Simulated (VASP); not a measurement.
# Ti2O (P-3m1) in VASP: a series of runs

Ti2O is run at these levels: r2SCAN; tasks: single point.

Program: VASP 6.6.1. These are calculated values, not measurements. Logs are shortened: lines on timing, memory, paths and dates and some standing lists are left out, and cuts for length are marked.

### 1 The cell of the first run

Symmetry: P-3m1, No. 164, trigonal system. The conventional cell has a = 2.919 Å, b = 2.919 Å, c = 4.713 Å, α = 90.00°, β = 90.00°, γ = 120.00°. Within 2.8 Å of Ti (site symmetry 3m) lie 3 O at 2.14 Å and 3 Ti at 2.68 Å. Within 2.8 Å of O (site symmetry -3m) lie 6 Ti at 2.14 Å.

### 2 Single point, r2SCAN

The input, POSCAR:

```
Ti2O
1.0
    2.9193980238      0.0000000000      0.0000000000
   -1.4596990119      2.5282728524      0.0000000000
    0.0000000000      0.0000000000      4.7130000000
Ti O
2 1
Direct
    0.6666666667      0.3333333333      0.2787400000
    0.3333333333      0.6666666667      0.7212600000
    0.0000000000      0.0000000000      0.0000000000
```

The input, INCAR.step1:

```
ALGO     = Normal         # electronic algorithm
EDIFF    = 1E-5           # SCF threshold, eV
ENCUT    = 660            # plane-wave cutoff, eV
GGA      = PE             # functional
GGA_COMPAT= F            
ISMEAR   = 0              # smearing method
LASPH    = T              # aspherical terms in the spheres
LCHARG   = F              # write CHGCAR
LREAL    = F              # projectors in reciprocal space
LWAVE    = T              # write WAVECAR
NBANDS   = 22             # bands
NELM     = 120            # most SCF steps
PREC     = Accurate       # precision mode
SIGMA    = 0.02           # smearing width, eV
```

The input, INCAR.step2:

```
ALGO     = Normal         # electronic algorithm
EDIFF    = 1E-6           # SCF threshold, eV
ENCUT    = 660            # plane-wave cutoff, eV
GGA_COMPAT= F            
ISIF     = 2              # what is computed and relaxed
ISMEAR   = 0              # smearing method
ISTART   = 1            
LASPH    = T              # aspherical terms in the spheres
LCHARG   = F              # write CHGCAR
LMIXTAU  = T            
LREAL    = F              # projectors in reciprocal space
LWAVE    = F              # write WAVECAR
METAGGA  = R2SCAN         # meta-GGA
NBANDS   = 22             # bands
NELM     = 120            # most SCF steps
PREC     = Accurate       # precision mode
SIGMA    = 0.02           # smearing width, eV
```

The input, KPOINTS:

```
k-points
0
Gamma
  18 18 10
```

Potentials or basis: VASP PAW PBE potentials, release 64 (Ti_sv, O).

On the command line:

```bash
$ cat potpaw_PBE.64/Ti_sv/POTCAR potpaw_PBE.64/O/POTCAR > POTCAR
$ cp INCAR.step1 INCAR
$ mpirun -np 1 vasp_std > vasp.out
$ cp INCAR.step2 INCAR
$ mpirun -np 1 vasp_std > vasp.out
```

OUTCAR:

```text
EDIFF = 1E-6
   ENCUT = 660
   ISIF = 2
   ISMEAR = 0
   ISTART = 1
   LASPH = T
   LREAL = F
   METAGGA = R2SCAN
   NELM = 120
   PREC = Accurate

 ion  position               nearest neighbor table
   1  0.667  0.333  0.279-   3 2.14   3 2.14   3 2.14   2 2.68   2 2.68   2 2.68
   2  0.333  0.667  0.721-   3 2.14   3 2.14   3 2.14   1 2.68   1 2.68   1 2.68
   3  0.000  0.000  0.000-   1 2.14   2 2.14   1 2.14   2 2.14   1 2.14   2 2.14

  LATTYP: Found a hexagonal cell.
 ALAT       =     2.9193980238
 C/A-ratio  =     1.6143739091

  Lattice vectors:

 A1 = (   2.9193980238,   0.0000000000,   0.0000000000)
 A2 = (  -1.4596990119,   2.5282728524,   0.0000000000)
 A3 = (   0.0000000000,   0.0000000000,   4.7130000000)

Analysis of symmetry for initial positions (statically):
=====================================================================
 Subroutine PRICEL returns:
 Original cell was already a primitive cell.

 Routine SETGRP: Setting up the symmetry group for a
 hexagonal supercell.

 Subroutine GETGRP returns: Found 12 space group operations
 (whereof 12 operations were pure point group operations)
 out of a pool of 24 trial point group operations.

The static configuration has the point symmetry D_3d.

Analysis of symmetry for dynamics (positions and initial velocities):
=====================================================================
 Subroutine PRICEL returns:
 Original cell was already a primitive cell.

 Routine SETGRP: Setting up the symmetry group for a
 hexagonal supercell.

 Subroutine GETGRP returns: Found 12 space group operations
 (whereof 12 operations were pure point group operations)
 out of a pool of 24 trial point group operations.

The dynamic configuration has the point symmetry D_3d.

 Subroutine INISYM returns: Found 12 space group operations
 (whereof 12 operations are pure point group operations),
 and found     1 'primitive' translations

----------------------------------------------------------------------------------------

                                     Primitive cell

  volume of cell :      34.7868

  direct lattice vectors                    reciprocal lattice vectors
     2.919398024  0.000000000  0.000000000     0.342536369  0.197763465  0.000000000
    -1.459699012  2.528272852  0.000000000     0.000000000  0.395526930  0.000000000
[... 79 lines left out ...]
   ISTART =      1    job   : 0-new  1-cont  2-samecut
   ICHARG =      0    charge: 1-file 2-atom 10-const
   ISPIN  =      1    spin polarized calculation?
   LNONCOLLINEAR =      F non collinear calculations
   LSORBIT =      F    spin-orbit coupling
   LASPH  =      T    aspherical Exc in radial PAW
   ENCUT  =  660.0 eV  48.51 Ry    6.96 a.u.   6.12  6.12  9.87*2*pi/ulx,y,z
   NELM   =    120;   NELMIN=  2; NELMDL=  0     # of ELM steps
   EDIFF  = 0.1E-05   stopping-criterion for ELM
   LREAL  =      F    real-space projection
   EDIFFG = 0.1E-04   stopping-criterion for IOM
   NSW    =      0    number of steps for IOM
   IBRION =     -1    ionic relax: 0-MD 1-quasi-New 2-CG
   NFREE  =      0    steps in history (QN), initial steepest desc. (CG)
   ISIF   =      2    stress and relaxation
   ISYM   =      2    0-nonsym 1-usesym 2-fastsym
   POTIM  = 0.5000    time-step for ionic-motion
   TEBEG  =    0.0;   TEEND  =   0.0 temperature during run
   PSTRESS=    0.0 pullay stress
   NELECT =      30.0000    total number of electrons
   NUPDOWN=      -1.0000    fix difference up-down
   EMIN   =  10.00;   EMAX   =-10.00  energy-range for DOS
   EFERMI =   0.00;   METHOD = LEGACY
   ISMEAR =     0;   SIGMA  =   0.02  broadening in eV -4-tet -1-fermi 0-gaus
   EFERMI_NEDOS =   21; number of points for ismear=-14 and -15
   IALGO  =     38    algorithm
   IMIX   =      4    mixing-type and parameters
     AMIX     =   0.40;   BMIX     =  1.00
     AMIX_MAG =   1.60;   BMIX_MAG =  1.00
  volume/ion in A,a.u.               =      11.60        78.25
  Fermi-wavevector in a.u.,A,eV,Ry     =   1.558274  2.944710 33.037889  2.428216
  Thomas-Fermi vector in A             =   2.661802
   LORBIT       =      0    0 simple, 1 ext, 2 COOP (PROOUT), +10 PAW based schemes
   METAGGA = R2SCAN    functional components
   LHFCALC =     F    Hartree Fock is set to
   AEXX    =    0.0000 exact exchange contribution
   IVDW    =     0    specifies the selected vdW correction
   LEPSILON=     F    determine dielectric tensor
   LRPA    =     F    only Hartree local field effects (RPA)
 non-spin polarized calculation
 Gauss-broadening in eV      SIGMA  =   0.02
  energy-cutoff  :      660.00
  volume of cell :       34.79
 maximum number of plane-waves:      1362
   NGX = 13   NGY = 13   NGZ = 19

 number of electron      29.9999995 magnetization

 Free energy of the ion-electron system (eV)
  ---------------------------------------------------
  ext. energy  EPLUGINS =         0.00000000
  ---------------------------------------------------
  free energy    TOTEN  =       -37.76961901 eV

  energy without entropy =      -37.76944618  energy(sigma->0) =      -37.76953259

 E-fermi :  10.6300     XC(G=0): -13.3875

 val. band max:       10.6237647019   @ k =  -0.0556   0.1667   0.1000
 cond. band min:      10.6309310995   @ k =   0.1111   0.0556   0.0000
 fundamental gap:      0.0071663977
 Fermi energy:        10.6300339806

 k-point     1 :       0.0000    0.0000    0.0000
  band No.  band energies     occupation
      1     -49.0153      2.00000
      2     -48.8265      2.00000
      3     -24.7293      2.00000
      4     -23.9228      2.00000
      5     -23.9228      2.00000
      6     -23.8080      2.00000
[... 589 lines left out ...]
     21      14.0820      0.00000
     22      14.3414      0.00000

 [... further k-points ...]
[... 5 lines left out ...]
  --------------------------------------------------------------------------------------
  -------------------------------------------------------------------------------------
  Total        1.5846455      1.5846455      3.3231245      0.0000000      0.0000000      0.0000000
  in kB       72.9840580     72.9840580    153.0532328      0.0000000      0.0000000      0.0000000
  external PRESSURE =      99.6737830 kB  Pullay stress =       0.0000000 kB

 VOLUME and BASIS-vectors are now :
 -----------------------------------------------------------------------------
  energy-cutoff  :      660.00
  volume of cell :       34.79
      direct lattice vectors                 reciprocal lattice vectors
     2.919398024  0.000000000  0.000000000     0.342536369  0.197763465  0.000000000
    -1.459699012  2.528272852  0.000000000     0.000000000  0.395526930  0.000000000
     0.000000000  0.000000000  4.713000000     0.000000000  0.000000000  0.212179079

 POSITION                                       TOTAL-FORCE (eV/Angst)
 -----------------------------------------------------------------------------------
      1.45970      0.84276      1.31370         0.000000      0.000000     -1.021637
     -0.00000      1.68552      3.39930        -0.000000     -0.000000      1.021637
      0.00000      0.00000      0.00000        -0.000000      0.000000      0.000000
 -----------------------------------------------------------------------------------
    total drift:                               -0.000000      0.000000      0.000000

  FREE ENERGIE OF THE ION-ELECTRON SYSTEM (eV)
  ---------------------------------------------------
  free  energy   TOTEN  =       -37.7696190103 eV

  energy  without entropy=      -37.7694461761  energy(sigma->0) =      -37.76953259
```

OUTCAR.step1:

```text
EDIFF = 1E-5
   ENCUT = 660
   GGA = PE
   ISMEAR = 0
[... 826 lines left out ...]
      1.45970      0.84276      1.31370        -0.000000      0.000000     -1.067079
     -0.00000      1.68552      3.39930         0.000000     -0.000000      1.067079
      0.00000      0.00000      0.00000         0.000000      0.000000      0.000000
 -----------------------------------------------------------------------------------
    total drift:                               -0.000000      0.000000      0.000000

  FREE ENERGIE OF THE ION-ELECTRON SYSTEM (eV)
  ---------------------------------------------------
  free  energy   TOTEN  =       -25.9303469004 eV

  energy  without entropy=      -25.9301707516  energy(sigma->0) =      -25.93025883
```

OSZICAR.step1:

```text
N       E                     dE             d eps       ncg     rms          rms(c)
DAV:   1     0.375769231421E+03    0.37577E+03   -0.17665E+04 14536   0.202E+03
DAV:   2     0.157609059390E+02   -0.36001E+03   -0.34420E+03 15282   0.528E+02
DAV:   3    -0.265818325134E+02   -0.42343E+02   -0.41159E+02 22594   0.156E+02
DAV:   4    -0.298816392250E+02   -0.32998E+01   -0.32787E+01 19266   0.394E+01
DAV:   5    -0.300140026092E+02   -0.13236E+00   -0.13234E+00 19418   0.677E+00    0.176E+01
DAV:   6    -0.261139404312E+02    0.39001E+01   -0.20094E+01 19360   0.440E+01    0.560E+00
DAV:   7    -0.259304410055E+02    0.18350E+00   -0.17873E+00 20334   0.107E+01    0.339E+00
DAV:   8    -0.259247563311E+02    0.56847E-02   -0.23946E-01 18760   0.423E+00    0.103E+00
DAV:   9    -0.259288464618E+02   -0.40901E-02   -0.44894E-02 22164   0.195E+00    0.521E-01
DAV:  10    -0.259303658878E+02   -0.15194E-02   -0.82617E-03 17884   0.817E-01    0.713E-02
DAV:  11    -0.259303559200E+02    0.99677E-05   -0.72113E-04 21856   0.332E-01    0.490E-02
DAV:  12    -0.259303540452E+02    0.18749E-05   -0.11159E-04 16896   0.101E-01    0.179E-02
DAV:  13    -0.259303469004E+02    0.71448E-05   -0.38087E-06  8062   0.327E-02
   1 F= -.25930347E+02 E0= -.25930259E+02  d E =-.176149E-03
```

Run time: 19 min. Hardware: 1 thread of Intel Xeon 8259CL, shared host; peak memory 0.42 GiB.

Results:

| Property | Result |
| --- | --- |
| Free energy | -37.7696 eV |
| Pressure | 10.0 GPa |
| Largest force | 1.022 eV/Å |
| Band gap on the k mesh | zero (bands 15 and 16 overlap by 0.96 eV) |

Forces in eV/Å, atoms in the order of the input:
```
Ti   0.000  0.000 -1.022
Ti   0.000  0.000  1.022
O    0.000  0.000  0.000
```

Caveat: the stress differs along the axes, from 7 to 15 GPa; the PAW data sets were made with another functional, which shifts forces and pressure a little.

### 3 Single point, r2SCAN

POSCAR is that of step 2.

The input, INCAR.step1:

```
PREC = Accurate ; ENCUT = 660
ISMEAR = 0 ; SIGMA = 0.3
LREAL = False ; LASPH = True
NELM = 120 ; NBANDS = 22
GGA = PE ; ALGO = Normal
EDIFF = 1E-5 ; LWAVE = True
LCHARG = False ; GGA_COMPAT = False
```

The input, INCAR.step2:

```
PREC = Accurate ; ENCUT = 660
EDIFF = 1E-6 ; ISMEAR = 0
SIGMA = 0.3 ; LREAL = False
LASPH = True ; NELM = 120
ALGO = Normal ; ISIF = 2
LWAVE = False ; LCHARG = True
METAGGA = R2SCAN ; LMIXTAU = True
LELF = True ; LVHAR = True
NBANDS = 22 ; ISTART = 1
GGA_COMPAT = False
```

The input, KPOINTS:

```
Automatic mesh
0
Gamma
  18 18 10
```

Potentials or basis: VASP PAW PBE potentials, release 64 (Ti_sv, O).

On the command line:

```bash
$ cat potpaw_PBE.64/Ti_sv/POTCAR potpaw_PBE.64/O/POTCAR > POTCAR
$ cp INCAR.step1 INCAR
$ mpirun -np 1 vasp_std > vasp.out
$ cp INCAR.step2 INCAR
$ mpirun -np 1 vasp_std > vasp.out
```

OUTCAR:

```text
PREC = Accurate
   ENCUT = 660
   EDIFF = 1E-6
   ISMEAR = 0
   LREAL = False
   LASPH = True
   NELM = 120
   ISIF = 2
   METAGGA = R2SCAN
   ISTART = 1

 ion  position               nearest neighbor table
   1  0.667  0.333  0.279-   3 2.14   3 2.14   3 2.14   2 2.68   2 2.68   2 2.68
   2  0.333  0.667  0.721-   3 2.14   3 2.14   3 2.14   1 2.68   1 2.68   1 2.68
   3  0.000  0.000  0.000-   1 2.14   2 2.14   1 2.14   2 2.14   1 2.14   2 2.14

  LATTYP: Found a hexagonal cell.
 ALAT       =     2.9193980238
 C/A-ratio  =     1.6143739091
[... 196 lines left out ...]
      5     -23.9193      2.00000
      6     -23.8059      2.00000
[... 589 lines left out ...]
     21      14.0844      0.00000
     22      14.3442      0.00000

 [... further k-points ...]
[... 5 lines left out ...]
  --------------------------------------------------------------------------------------
  -------------------------------------------------------------------------------------
  Total        1.6000228      1.6000228      3.3503552      0.0000000      0.0000000      0.0000000
  in kB       73.6922930     73.6922930    154.3073957      0.0000000      0.0000000      0.0000000
  external PRESSURE =     100.5639939 kB  Pullay stress =       0.0000000 kB

 VOLUME and BASIS-vectors are now :
 -----------------------------------------------------------------------------
  energy-cutoff  :      660.00
  volume of cell :       34.79
      direct lattice vectors                 reciprocal lattice vectors
     2.919398024  0.000000000  0.000000000     0.342536369  0.197763465  0.000000000
    -1.459699012  2.528272852  0.000000000     0.000000000  0.395526930  0.000000000
     0.000000000  0.000000000  4.713000000     0.000000000  0.000000000  0.212179079

 POSITION                                       TOTAL-FORCE (eV/Angst)
 -----------------------------------------------------------------------------------
      1.45970      0.84276      1.31370         0.000000     -0.000000     -1.023746
     -0.00000      1.68552      3.39930        -0.000000      0.000000      1.023746
      0.00000      0.00000      0.00000         0.000000      0.000000      0.000000
 -----------------------------------------------------------------------------------
    total drift:                               -0.000000      0.000000      0.000000

  FREE ENERGIE OF THE ION-ELECTRON SYSTEM (eV)
  ---------------------------------------------------
  free  energy   TOTEN  =       -37.7872387145 eV

  energy  without entropy=      -37.7508314803  energy(sigma->0) =      -37.76903510
```

OUTCAR.step1:

```text
PREC = Accurate
   ENCUT = 660
   ISMEAR = 0
   LREAL = False
   LASPH = True
[... 825 lines left out ...]
      1.45970      0.84276      1.31370         0.000000     -0.000000     -1.081056
     -0.00000      1.68552      3.39930        -0.000000      0.000000      1.081056
      0.00000      0.00000      0.00000        -0.000000      0.000000      0.000000
 -----------------------------------------------------------------------------------
    total drift:                               -0.000000      0.000000      0.000000

  FREE ENERGIE OF THE ION-ELECTRON SYSTEM (eV)
  ---------------------------------------------------
  free  energy   TOTEN  =       -25.9494938151 eV

  energy  without entropy=      -25.9091701104  energy(sigma->0) =      -25.92933196
```

It took 19 min on 1 thread of Intel Xeon 8259CL, shared host; peak memory 0.42 GiB.

Results:

```yaml
Free_energy: -37.7872 eV
Pressure: 10.1 GPa
Largest_force: 1.024 eV/Å
Band_gap_on_the_k_mesh: zero (bands 15 and 16 overlap by 0.96 eV)
```

Forces in eV/Å, atoms in the order of the input:
```
Ti   0.000  0.000 -1.024
Ti   0.000  0.000  1.024
O    0.000  0.000  0.000
```

Stress tensor (GPa, compression positive):
```
 7.37  0.00  0.00
 0.00  7.37  0.00
 0.00  0.00 15.43
```

Caveat: the stress differs along the axes, from 7 to 15 GPa; so wide a smearing shifts energies and pressures; the PAW data sets were made with another functional, which shifts forces and pressure a little.
